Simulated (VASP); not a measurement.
# BeTe (F-43m) in VASP: further runs, part 2 of 2

VASP 6.6.1. Earlier steps stand in the parts before.

**3. Single point, r2SCAN (volume changed by +3%)**

POSCAR reads:

```
BeTe
1.0
    0.0000000000      2.8566308686      2.8566308686
    2.8566308686      0.0000000000      2.8566308686
    2.8566308686      2.8566308686      0.0000000000
Be Te
1 1
Direct
    0.0000000000      0.0000000000      0.0000000000
    0.2500000000      0.2500000000      0.2500000000
```

INCAR.step1 reads:

```
SYSTEM = BeTe
PREC = Accurate
ENCUT = 660
ISMEAR = 0
SIGMA = 0.01
LREAL = .FALSE.
LASPH = .TRUE.
NELM = 120
NBANDS = 11
GGA = PE
ALGO = Normal
EDIFF = 1E-5
LWAVE = .TRUE.
LCHARG = .FALSE.
GGA_COMPAT = .FALSE.
```

INCAR.step2 reads:

```
SYSTEM = BeTe
PREC = Accurate
ENCUT = 660
EDIFF = 1E-6
ISMEAR = 0
SIGMA = 0.01
LREAL = .FALSE.
LASPH = .TRUE.
NELM = 120
ALGO = Normal
ISIF = 2
LWAVE = .FALSE.
LCHARG = .FALSE.
METAGGA = R2SCAN
LMIXTAU = .TRUE.
NBANDS = 11
ISTART = 1
GGA_COMPAT = .FALSE.
```

KPOINTS reads:

```
Automatic mesh
0
G
  6 6 6
  0 0 0
```

Potentials or basis: VASP PAW PBE potentials, release 64 (Be, Te).

The run is started by

```
> cat potpaw_PBE.64/Be/POTCAR potpaw_PBE.64/Te/POTCAR > POTCAR
> cp INCAR.step1 INCAR
> mpirun -np 1 vasp_std > vasp.out
> cp INCAR.step2 INCAR
> mpirun -np 1 vasp_std > vasp.out
```

OUTCAR:

```text
SYSTEM = BeTe
   PREC = Accurate
   ENCUT = 660
   EDIFF = 1E-6
   ISMEAR = 0
   LREAL = .FALSE.
   LASPH = .TRUE.
   NELM = 120
   ISIF = 2
   METAGGA = R2SCAN
   ISTART = 1

 ion  position               nearest neighbor table
   1  0.000  0.000  0.000-   2 2.47   2 2.47   2 2.47   2 2.47
   2  0.250  0.250  0.250-   1 2.47   1 2.47   1 2.47   1 2.47

  LATTYP: Found a face centered cubic cell.
 ALAT       =     5.7132617372

  Lattice vectors:

 A1 = (   0.0000000000,   2.8566308686,   2.8566308686)
 A2 = (   2.8566308686,   0.0000000000,   2.8566308686)
 A3 = (   2.8566308686,   2.8566308686,   0.0000000000)

Analysis of symmetry for initial positions (statically):
=====================================================================
 Subroutine PRICEL returns:
 Original cell was already a primitive cell.

 Routine SETGRP: Setting up the symmetry group for a
 face centered cubic supercell.

 Subroutine GETGRP returns: Found 24 space group operations
 (whereof 24 operations were pure point group operations)
 out of a pool of 48 trial point group operations.

The static configuration has the point symmetry T_d .

Analysis of symmetry for dynamics (positions and initial velocities):
=====================================================================
 Subroutine PRICEL returns:
 Original cell was already a primitive cell.

 Routine SETGRP: Setting up the symmetry group for a
 face centered cubic supercell.

 Subroutine GETGRP returns: Found 24 space group operations
 (whereof 24 operations were pure point group operations)
 out of a pool of 48 trial point group operations.

The dynamic configuration has the point symmetry T_d .

 Subroutine INISYM returns: Found 24 space group operations
 (whereof 24 operations are pure point group operations),
 and found     1 'primitive' translations

----------------------------------------------------------------------------------------

                                     Primitive cell

  volume of cell :      46.6222

  direct lattice vectors                    reciprocal lattice vectors
     0.000000000  2.856630869  2.856630869    -0.175031365  0.175031365  0.175031365
     2.856630869  0.000000000  2.856630869     0.175031365 -0.175031365  0.175031365
     2.856630869  2.856630869  0.000000000     0.175031365  0.175031365 -0.175031365

  length of vectors
     4.039886117  4.039886117  4.039886117     0.303163217  0.303163217  0.303163217

  position of ions in fractional coordinates (direct lattice)
     0.000000000  0.000000000  0.000000000
     0.250000000  0.250000000  0.250000000

  ion indices of the primitive-cell ions
   primitive index   ion index
                 1           1
                 2           2

----------------------------------------------------------------------------------------

 KPOINTS: Automatic mesh

Automatic generation of k-mesh.
 Grid dimensions read from file:
 generate k-points for:    6    6    6

 Generating k-lattice:

  Cartesian coordinates                     Fractional coordinates (reciprocal lattice)
    -0.029171894  0.029171894  0.029171894     0.166666667  0.000000000  0.000000000
     0.029171894 -0.029171894  0.029171894     0.000000000  0.166666667  0.000000000
     0.029171894  0.029171894 -0.029171894     0.000000000  0.000000000  0.166666667

  Length of vectors
     0.050527203  0.050527203  0.050527203

  Shift w.r.t. Gamma in fractional coordinates (k-lattice)
     0.000000000  0.000000000  0.000000000

 Subroutine IBZKPT returns following result:
 ===========================================

 Found     16 irreducible k-points:

 Following reciprocal coordinates:
            Coordinates               Weight
  0.000000  0.000000  0.000000      1.000000
  0.166667  0.000000  0.000000      8.000000
  0.333333  0.000000  0.000000      8.000000
  0.500000  0.000000  0.000000      4.000000
  0.166667  0.166667  0.000000      6.000000
  0.333333  0.166667  0.000000     24.000000
[... 8 lines left out ...]
 -0.333333  0.333333  0.166667     24.000000
 -0.333333  0.500000  0.166667     12.000000
   k-points           NKPTS =     16   k-points in BZ     NKDIM =     16   number of bands    NBANDS=     11
   number of dos      NEDOS =    301   number of ions     NIONS =      2
   total plane-waves  NPLWV =  46656
   dimension x,y,z NGX =    36 NGY =   36 NGZ =   36
   dimension x,y,z NGXF=    72 NGYF=   72 NGZF=   72
   ions per type =               1   1
   NGX,Y,Z   is equivalent  to a cutoff of  14.81, 14.81, 14.81 a.u.
   NGXF,Y,Z  is equivalent  to a cutoff of  29.63, 29.63, 29.63 a.u.
 SYSTEM =  BeTe
   PREC   = accura    normal or accurate (medium, high low for compatibility)
   ISTART =      1    job   : 0-new  1-cont  2-samecut
   ICHARG =      0    charge: 1-file 2-atom 10-const
   ISPIN  =      1    spin polarized calculation?
   LNONCOLLINEAR =      F non collinear calculations
   LSORBIT =      F    spin-orbit coupling
   LASPH  =      T    aspherical Exc in radial PAW
   ENCUT  =  660.0 eV  48.51 Ry    6.96 a.u.   8.46  8.46  8.46*2*pi/ulx,y,z
   NELM   =    120;   NELMIN=  2; NELMDL=  0     # of ELM steps
   EDIFF  = 0.1E-05   stopping-criterion for ELM
   LREAL  =      F    real-space projection
   EDIFFG = 0.1E-04   stopping-criterion for IOM
   NSW    =      0    number of steps for IOM
   IBRION =     -1    ionic relax: 0-MD 1-quasi-New 2-CG
   NFREE  =      0    steps in history (QN), initial steepest desc. (CG)
   ISIF   =      2    stress and relaxation
   ISYM   =      2    0-nonsym 1-usesym 2-fastsym
   POTIM  = 0.5000    time-step for ionic-motion
   TEBEG  =    0.0;   TEEND  =   0.0 temperature during run
   PSTRESS=    0.0 pullay stress
   NELECT =       8.0000    total number of electrons
   NUPDOWN=      -1.0000    fix difference up-down
   EMIN   =  10.00;   EMAX   =-10.00  energy-range for DOS
   EFERMI =   0.00;   METHOD = LEGACY
   ISMEAR =     0;   SIGMA  =   0.01  broadening in eV -4-tet -1-fermi 0-gaus
   EFERMI_NEDOS =   21; number of points for ismear=-14 and -15
   IALGO  =     38    algorithm
   IMIX   =      4    mixing-type and parameters
     AMIX     =   0.40;   BMIX     =  1.00
     AMIX_MAG =   1.60;   BMIX_MAG =  1.00
  volume/ion in A,a.u.               =      23.31       157.31
  Fermi-wavevector in a.u.,A,eV,Ry     =   0.909719  1.719120 11.260033  0.827589
  Thomas-Fermi vector in A             =   2.033797
   LORBIT       =      0    0 simple, 1 ext, 2 COOP (PROOUT), +10 PAW based schemes
   METAGGA = R2SCAN    functional components
   LHFCALC =     F    Hartree Fock is set to
   AEXX    =    0.0000 exact exchange contribution
   IVDW    =     0    specifies the selected vdW correction
   LEPSILON=     F    determine dielectric tensor
   LRPA    =     F    only Hartree local field effects (RPA)
 non-spin polarized calculation
 Gauss-broadening in eV      SIGMA  =   0.01
  energy-cutoff  :      660.00
  volume of cell :       46.62
 maximum number of plane-waves:      1820
 NGX is ok and might be reduce to    36
   NGX = 17   NGY = 17   NGZ = 17

 number of electron       8.0000000 magnetization

 Free energy of the ion-electron system (eV)
  ---------------------------------------------------
  ext. energy  EPLUGINS =         0.00000000
  ---------------------------------------------------
  free energy    TOTEN  =       -30.67518337 eV

  energy without entropy =      -30.67518337  energy(sigma->0) =      -30.67518337

 E-fermi :   4.5279     XC(G=0):  -9.2988

 val. band max:        4.4625136607   @ k =   0.0000   0.0000   0.0000
 cond. band min:       6.8997014246   @ k =   0.5000   0.5000   0.0000
 fundamental gap:      2.4371877639
 Fermi energy:         4.5279131072

 k-point     1 :       0.0000    0.0000    0.0000
  band No.  band energies     occupation
      1      -8.0345      2.00000
      2       4.4625      2.00000
      3       4.4625      2.00000
      4       4.4625      2.00000
      5       8.5192      0.00000
      6       8.5192      0.00000
      7       8.5192      0.00000
      8       8.6391      0.00000
      9      13.4158      0.00000
     10      15.1242      0.00000
     11      15.1242      0.00000
[... 197 lines left out ...]
 k-point    16 :      -0.3333    0.5000    0.1667
  band No.  band energies     occupation
      1      -6.1872      2.00000
      2      -0.3206      2.00000
      3       1.1606      2.00000
      4       1.4787      2.00000
      5       8.6167      0.00000
      6       9.1426      0.00000
      7      12.3153      0.00000
      8      12.5325      0.00000
      9      15.9573      0.00000
     10      16.8308      0.00000
     11      17.9177      0.00000

------------------------ aborting loop because EDIFF is reached ----------------------------------------

  FORCE on cell =-STRESS in cart. coord.  units (eV):
  Direction    XX          YY          ZZ          XY          YZ          ZX
  --------------------------------------------------------------------------------------
  -------------------------------------------------------------------------------------
  Total       -0.4311791     -0.4311791     -0.4311791     -0.0000000     -0.0000000     -0.0000000
  in kB      -14.8175337    -14.8175337    -14.8175337     -0.0000000     -0.0000000     -0.0000000
  external PRESSURE =     -14.8175337 kB  Pullay stress =       0.0000000 kB

 VOLUME and BASIS-vectors are now :
 -----------------------------------------------------------------------------
  energy-cutoff  :      660.00
  volume of cell :       46.62
      direct lattice vectors                 reciprocal lattice vectors
     0.000000000  2.856630869  2.856630869    -0.175031365  0.175031365  0.175031365
     2.856630869  0.000000000  2.856630869     0.175031365 -0.175031365  0.175031365
     2.856630869  2.856630869  0.000000000     0.175031365  0.175031365 -0.175031365

 POSITION                                       TOTAL-FORCE (eV/Angst)
 -----------------------------------------------------------------------------------
      0.00000      0.00000      0.00000        -0.000000     -0.000000     -0.000000
      1.42832      1.42832      1.42832         0.000000      0.000000      0.000000
 -----------------------------------------------------------------------------------
    total drift:                                0.000000      0.000000      0.000000

  FREE ENERGIE OF THE ION-ELECTRON SYSTEM (eV)
  ---------------------------------------------------
  free  energy   TOTEN  =       -30.6751833680 eV

  energy  without entropy=      -30.6751833680  energy(sigma->0) =      -30.67518337
```

It took 46 s on 1 thread of Intel Xeon Platinum 8375C at 2.90GHz (Ice Lake), shared host; peak memory 0.22 GiB.

What came out:

- Free energy: -30.6752 eV
- Pressure: -1.5 GPa
- Band gap on the k mesh: 2.44 eV, indirect (least direct gap 4.06 eV)

Caveat: the PAW data sets were made with another functional, which shifts forces and pressure a little; spin-orbit coupling is left out, which moves the levels of the heavy elements. A k mesh can miss the band edges.

**4. Single point, r2SCAN (volume changed by +6%)**

POSCAR reads:

```
BeTe
1.0
    0.0000000000      2.8841001582      2.8841001582
    2.8841001582      0.0000000000      2.8841001582
    2.8841001582      2.8841001582      0.0000000000
Be Te
1 1
Direct
    0.0000000000      0.0000000000      0.0000000000
    0.2500000000      0.2500000000      0.2500000000
```

INCAR.step1 reads:

```
SYSTEM = BeTe
  PREC = Accurate
  ENCUT = 660
  ISMEAR = 0
  SIGMA = 0.01
  LREAL = .FALSE.
  LASPH = .TRUE.
  NELM = 120
  NBANDS = 11
  GGA = PE
  ALGO = Normal
  EDIFF = 1E-5
  LWAVE = .TRUE.
  LCHARG = .FALSE.
  GGA_COMPAT = .FALSE.
```

INCAR.step2 reads:

```
SYSTEM = BeTe
  PREC = Accurate
  ENCUT = 660
  EDIFF = 1E-6
  ISMEAR = 0
  SIGMA = 0.01
  LREAL = .FALSE.
  LASPH = .TRUE.
  NELM = 120
  ALGO = Normal
  ISIF = 2
  LWAVE = .FALSE.
  LCHARG = .FALSE.
  METAGGA = R2SCAN
  LMIXTAU = .TRUE.
  NBANDS = 11
  ISTART = 1
  GGA_COMPAT = .FALSE.
```

KPOINTS reads:

```
regular mesh
0
G
  6 6 6
  0 0 0
```

The run is started by

```
> cat potpaw_PBE.64/Be/POTCAR potpaw_PBE.64/Te/POTCAR > POTCAR
> cp INCAR.step1 INCAR
> mpirun -np 1 vasp_std > vasp.out
> cp INCAR.step2 INCAR
> mpirun -np 1 vasp_std > vasp.out
```

It took 45 s on 1 thread of Intel Xeon Platinum 8375C at 2.90GHz (Ice Lake), shared host; peak memory 0.21 GiB.

The run converged. Its results:

* Free energy: -30.6563 eV
* Pressure: -2.9 GPa
* Band gap on the k mesh: 2.50 eV, indirect (least direct gap 3.96 eV)

Levels at points of the mesh, in eV from the valence-band top:
```
           k point  band 2  band 3  band 4  band 5  band 6  band 7
(0.00, 0.00, 0.00)    0.00    0.00    0.00    3.96    4.08    4.08
(0.50, 0.00, 0.00)   -5.31   -1.05   -1.05    3.35    5.05    5.05
(0.50, 0.50, 0.00)   -4.96   -2.48   -2.48    2.50    3.08   10.11
```

Caveat: the PAW data sets were made with another functional, which shifts forces and pressure a little; spin-orbit coupling is left out, which moves the levels of the heavy elements. A k mesh can miss the band edges.

**5. Single point, r2SCAN**

POSCAR reads:

```
BeTe
1.0
    0.0000000000      2.8286228800      2.8286228800
    2.8286228800      0.0000000000      2.8286228800
    2.8286228800      2.8286228800      0.0000000000
Be Te
1 1
Direct
    0.0000000000      0.0000000000      0.0000000000
    0.2500000000      0.2500000000      0.2500000000
```

INCAR.step1 is that of step 4.

INCAR.step2, as its differences from that of step 4:

```diff
@@ -12,5 +12,7 @@
   LWAVE = .FALSE.
-  LCHARG = .FALSE.
+  LCHARG = .TRUE.
   METAGGA = R2SCAN
   LMIXTAU = .TRUE.
+  LELF = .TRUE.
+  LVHAR = .TRUE.
   NBANDS = 11
```

KPOINTS reads:

```
Automatic mesh
0
G
  8 8 8
  0 0 0
```

The run is started by

```
> cat potpaw_PBE.64/Be/POTCAR potpaw_PBE.64/Te/POTCAR > POTCAR
> cp INCAR.step1 INCAR
> mpirun -np 1 vasp_std > vasp.out
> cp INCAR.step2 INCAR
> mpirun -np 1 vasp_std > vasp.out
```

It took 60 s on 1 thread of Intel Xeon Platinum 8375C at 2.90GHz (Ice Lake), shared host; peak memory 0.22 GiB.

The run converged. Its results:

- Free energy: -30.6857 eV
- Pressure: 0.2 GPa
- Band gap on the k mesh: 2.37 eV, indirect (least direct gap 4.03 eV)

Levels at points of the mesh, in eV from the valence-band top:
| k point | band 1 | band 2 | band 3 | band 4 | band 5 | band 6 | band 7 | band 8 |
| --- | --- | --- | --- | --- | --- | --- | --- | --- |
| (0.00, 0.00, 0.00) | -12.70 | 0.00 | 0.00 | 0.00 | 4.03 | 4.03 | 4.03 | 4.41 |
| (0.50, 0.00, 0.00) | -11.29 | -5.68 | -1.15 | -1.15 | 3.51 | 5.02 | 5.02 | 8.47 |
| (0.50, 0.50, 0.00) | -10.77 | -5.27 | -2.69 | -2.69 | 2.37 | 3.01 | 10.48 | 10.48 |

Caveat: the PAW data sets were made with another functional, which shifts forces and pressure a little; spin-orbit coupling is left out, which moves the levels of the heavy elements.

**6. Summary**

| cell | k mesh | gap on the mesh (eV) | pressure (GPa) |
| --- | --- | --- | --- |
| a = 4.000 Å, angles 60.0°, 2 atoms | 6 × 6 × 6 | 2.37 | 0.2 |
| a = 4.040 Å, angles 60.0°, 2 atoms | 6 × 6 × 6 | 2.44 | -1.5 |
| a = 4.079 Å, angles 60.0°, 2 atoms | 6 × 6 × 6 | 2.50 | -2.9 |
| a = 4.000 Å, angles 60.0°, 2 atoms | 8 × 8 × 8 | 2.37 | 0.2 |

Alike in all rows: task single point; level r2SCAN; potentials or basis VASP PAW PBE potentials, release 64 (Be, Te); no spin polarisation; cutoff (eV) 660; smearing gaussian 0.01 eV.

Caveats: the PAW data sets were made with another functional, which shifts forces and pressure a little; spin-orbit coupling is left out, which moves the levels of the heavy elements.

Absolute energies hang on the potentials; compare differences alone.
